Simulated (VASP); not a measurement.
# HfC (rocksalt type) (Fm-3m) in VASP: further runs, part 2 of 2

VASP 6.6.1. Earlier steps stand in the parts before.

**4. Single point, PBEsol (10.76 Å³/atom)**

This run uses another cell than the first one, of 10.76 Å³/atom.

INCAR

```
  PREC = Accurate
  ENCUT = 520
  EDIFF = 1E-7
  ISMEAR = -1
  SIGMA = 0.08
  LREAL = False
  LASPH = True
  NELM = 80
  ALGO = Normal
  ISIF = 2
  LWAVE = False
  LCHARG = True
  GGA = PS
  LELF = True
  LVHAR = True
  NBANDS = 14
```

KPOINTS

```
regular mesh
0
Gamma
  17 17 17
```

POSCAR

```
HfC
1.0
    0.0000000000      2.2073870264      2.2073870264
    2.2073870264      0.0000000000      2.2073870264
    2.2073870264      2.2073870264      0.0000000000
Hf C
1 1
Direct
    0.0000000000      0.0000000000      0.0000000000
    0.5000000000      0.5000000000      0.5000000000
```

Potentials or basis: VASP PAW PBE potentials, release 64 (Hf_pv, C).

Run with:

```sh
> cat potpaw_PBE.64/Hf_pv/POTCAR potpaw_PBE.64/C/POTCAR > POTCAR
> mpirun -np 1 vasp_std > vasp.out
```

OUTCAR:

```text
PREC = Accurate
   ENCUT = 520
   EDIFF = 1E-7
   ISMEAR = -1
   LREAL = False
   LASPH = True
   NELM = 80
   ISIF = 2
   GGA = PS

 ion  position               nearest neighbor table
   1  0.000  0.000  0.000-   2 2.21   2 2.21   2 2.21   2 2.21   2 2.21   2 2.21
   2  0.500  0.500  0.500-   1 2.21   1 2.21   1 2.21   1 2.21   1 2.21   1 2.21

  LATTYP: Found a face centered cubic cell.
 ALAT       =     4.4147740528

  Lattice vectors:

 A1 = (   0.0000000000,   2.2073870264,   2.2073870264)
 A2 = (   2.2073870264,   0.0000000000,   2.2073870264)
 A3 = (   2.2073870264,   2.2073870264,   0.0000000000)

Analysis of symmetry for initial positions (statically):
=====================================================================
 Subroutine PRICEL returns:
 Original cell was already a primitive cell.

 Routine SETGRP: Setting up the symmetry group for a
 face centered cubic supercell.

 Subroutine GETGRP returns: Found 48 space group operations
 (whereof 48 operations were pure point group operations)
 out of a pool of 48 trial point group operations.

The static configuration has the point symmetry O_h .

Analysis of symmetry for dynamics (positions and initial velocities):
=====================================================================
 Subroutine PRICEL returns:
 Original cell was already a primitive cell.

 Routine SETGRP: Setting up the symmetry group for a
 face centered cubic supercell.

 Subroutine GETGRP returns: Found 48 space group operations
 (whereof 48 operations were pure point group operations)
 out of a pool of 48 trial point group operations.

The dynamic configuration has the point symmetry O_h .

 Subroutine INISYM returns: Found 48 space group operations
 (whereof 48 operations are pure point group operations),
 and found     1 'primitive' translations

----------------------------------------------------------------------------------------

                                     Primitive cell

  volume of cell :      21.5112

[... 113 lines left out ...]
   GGA     = PS    functional components
   LHFCALC =     F    Hartree Fock is set to
   AEXX    =    0.0000 exact exchange contribution
   IVDW    =     0    specifies the selected vdW correction
   LEPSILON=     F    determine dielectric tensor
   LRPA    =     F    only Hartree local field effects (RPA)
 non-spin polarized calculation
  energy-cutoff  :      520.00
  volume of cell :       21.51
 maximum number of plane-waves:       590
   NGX = 11   NGY = 11   NGZ = 11

 number of electron      14.0000002 magnetization

 Free energy of the ion-electron system (eV)
  ---------------------------------------------------
  ext. energy  EPLUGINS =         0.00000000
  ---------------------------------------------------
  free energy    TOTEN  =       -21.85900178 eV

  energy without entropy =      -21.85297626  energy(sigma->0) =      -21.85598902

 E-fermi :   7.0717     XC(G=0): -13.2055

 val. band max:        7.0606076735   @ k =  -0.0588   0.0588   0.0000
 cond. band min:       7.0796614382   @ k =   0.4118   0.3529   0.0000
 fundamental gap:      0.0190537647
 Fermi energy:         7.0717211403

 k-point     1 :       0.0000    0.0000    0.0000
  band No.  band energies     occupation
      1     -21.6818      2.00000
      2     -21.6818      2.00000
      3     -21.6818      2.00000
      4      -6.0071      2.00000
      5       8.1793      0.00000
      6       8.1793      0.00000
      7       8.1793      0.00000
      8       8.4160      0.00000
      9       8.4160      0.00000
     10       8.4160      0.00000
     11      10.9076      0.00000
     12      10.9076      0.00000
     13      15.8530      0.00000
     14      18.4646      0.00000
[... 377 lines left out ...]
      1     -21.9325      2.00000
      2     -21.7376      2.00000
      3     -21.6901      2.00000
      4      -5.3166      2.00000
      5       5.6947      2.00000
      6       6.1274      1.99999
      7       6.4056      1.99952
      8       8.8929      0.00000
      9       9.6775      0.00000
     10       9.9874      0.00000
     11      12.4459      0.00000
     12      13.8819      0.00000
     13      16.9250      0.00000
     14      20.2353      0.00000

 [... further k-points ...]
[... 5 lines left out ...]
  --------------------------------------------------------------------------------------
  -------------------------------------------------------------------------------------
  Total        5.5750261      5.5750261      5.5750261      0.0000000      0.0000000     -0.0000000
  in kB      415.2331674    415.2331674    415.2331674      0.0000000      0.0000000     -0.0000000
  external PRESSURE =     415.2331674 kB  Pullay stress =       0.0000000 kB

 VOLUME and BASIS-vectors are now :
 -----------------------------------------------------------------------------
  energy-cutoff  :      520.00
  volume of cell :       21.51
      direct lattice vectors                 reciprocal lattice vectors
     0.000000000  2.207387026  2.207387026    -0.226512159  0.226512159  0.226512159
     2.207387026  0.000000000  2.207387026     0.226512159 -0.226512159  0.226512159
     2.207387026  2.207387026  0.000000000     0.226512159  0.226512159 -0.226512159

 POSITION                                       TOTAL-FORCE (eV/Angst)
 -----------------------------------------------------------------------------------
      0.00000      0.00000      0.00000         0.000000      0.000000      0.000000
      2.20739      2.20739      2.20739         0.000000     -0.000000     -0.000000
 -----------------------------------------------------------------------------------
    total drift:                                0.000000     -0.000000     -0.000000

  FREE ENERGIE OF THE ION-ELECTRON SYSTEM (eV)
  ---------------------------------------------------
  free  energy   TOTEN  =       -21.8590017843 eV

  energy  without entropy=      -21.8529762607  energy(sigma->0) =      -21.85598902
```

Wall time 26 s (1 thread of AMD EPYC 9R45 (Zen 5), shared host); peak memory 0.15 GiB.

Results:

```
Free energy            : -21.8590 eV
Pressure               : 41.5 GPa
Band gap on the k mesh : zero (bands 7 and 8 overlap by 1.54 eV)
```

Caveat: the cell stands under pressure; the PAW data sets were made with another functional, which shifts forces and pressure a little; spin-orbit coupling is left out, which moves the levels of the heavy elements.

**5. Single point, PBEsol (11.49 Å³/atom)**

This run uses another cell than the first one, of 11.49 Å³/atom.

INCAR

```
SYSTEM = HfC
  PREC = Accurate
  ENCUT = 520
  EDIFF = 1E-7
  ISMEAR = -1
  SIGMA = 0.08
  LREAL = .FALSE.
  LASPH = .TRUE.
  NELM = 80
  ALGO = Normal
  ISIF = 2
  LWAVE = .FALSE.
  LCHARG = .FALSE.
  GGA = PS
  NBANDS = 14
```

KPOINTS

```
regular mesh
0
G
  17 17 17
  0 0 0
```

POSCAR

```
HfC
1.0
    0.0000000000      2.2564560529      2.2564560529
    2.2564560529      0.0000000000      2.2564560529
    2.2564560529      2.2564560529      0.0000000000
Hf C
1 1
Direct
    0.0000000000      0.0000000000      0.0000000000
    0.5000000000      0.5000000000      0.5000000000
```

Run with:

```sh
> cat potpaw_PBE.64/Hf_pv/POTCAR potpaw_PBE.64/C/POTCAR > POTCAR
> mpirun -np 1 vasp_std > vasp.out
```

Wall time 26 s (1 thread of AMD EPYC 9R45 (Zen 5), shared host); peak memory 0.15 GiB.

It converged, with:

```
Free energy            : -22.1237 eV
Pressure               : 17.5 GPa
Band gap on the k mesh : zero (bands 7 and 8 overlap by 1.50 eV)
```

Levels at points of the mesh, in eV from the Fermi level:
```tsv
k point	band 4	band 5	band 6	band 7	band 8	band 9	band 10	band 11
(0.00, 0.00, 0.00)	-12.74	1.08	1.08	1.08	1.36	1.36	1.36	3.65
```

Caveat: the cell stands under pressure; the PAW data sets were made with another functional, which shifts forces and pressure a little; spin-orbit coupling is left out, which moves the levels of the heavy elements.

**6. The runs side by side**

```csv
cell,gap on the mesh (eV),pressure (GPa)
"a = 2.807 Å, angles 60.0°, 2 atoms",none,273.1
"a = 3.024 Å, angles 60.0°, 2 atoms",none,87.9
"a = 3.122 Å, angles 60.0°, 2 atoms",none,41.5
"a = 3.191 Å, angles 60.0°, 2 atoms",none,17.5
```

Alike in all rows: task single point; level PBEsol; potentials or basis VASP PAW PBE potentials, release 64 (Hf_pv, C); no spin polarisation; k mesh 17 × 17 × 17; cutoff (eV) 520; smearing fermi-dirac 0.08 eV.

Caveats: the cell stands under pressure; the PAW data sets were made with another functional, which shifts forces and pressure a little; spin-orbit coupling is left out, which moves the levels of the heavy elements.

Total energies depend on the potentials used, so only differences within one code and one set of settings carry meaning.

The gap in the log of VASP goes by the Fermi energy; the results here count the filled bands.